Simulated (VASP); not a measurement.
HfB: single point with LDA

The system is HfB.

```
Hf B
1.0
     4.02207    0.00000    0.00000
    -2.01103    3.48321    0.00000
     0.00000    0.00000    4.66896
Hf B
2 2
Direct
  0.33333 0.66667 0.93750
  0.66667 0.33333 0.43750
  0.33333 0.66667 0.43750
  0.66667 0.33333 0.93750
```

```json
{
 "Program": "VASP 6.6.1",
 "Task": "single point",
 "Functional": "LDA",
 "Potentials or basis": "VASP PAW LDA potentials, release 64 (Hf_pv, B)",
 "Cutoff": "500 eV",
 "k mesh": "7 × 7 × 4",
 "Occupations": "methfessel-paxton, width 0.1 eV",
 "Spin": "no spin polarisation",
 "Dipole correction": "no",
 "Further INCAR settings": "ALGO = Normal; EDIFF = 1e-06; NBANDS = 21"
}
```

The pressure is 0.4 GPa and the band gap on the k mesh is zero (bands 13 and 14 overlap by 1.72 eV).

Stress tensor (GPa, compression positive):
```
0.28 0.00 0.00
0.00 0.28 0.00
0.00 0.00 0.76
```

Levels at points of the mesh, in eV from the Fermi level:
| k point | band 11 | band 12 | band 13 | band 14 | band 15 | band 16 |
| --- | --- | --- | --- | --- | --- | --- |
| (0.00, 0.00, 0.00) | -0.90 | -0.90 | -0.26 | 1.62 | 1.62 | 3.16 |
| (0.00, 0.00, 0.50) | -1.57 | -1.57 | -1.48 | -1.48 | 4.81 | 4.81 |

It took 27 s on 1 thread of Intel Xeon 8259CL, with other jobs on the host, peak memory 0.17 GiB.

Caveat: spin-orbit coupling is left out, which moves the levels of the heavy elements.
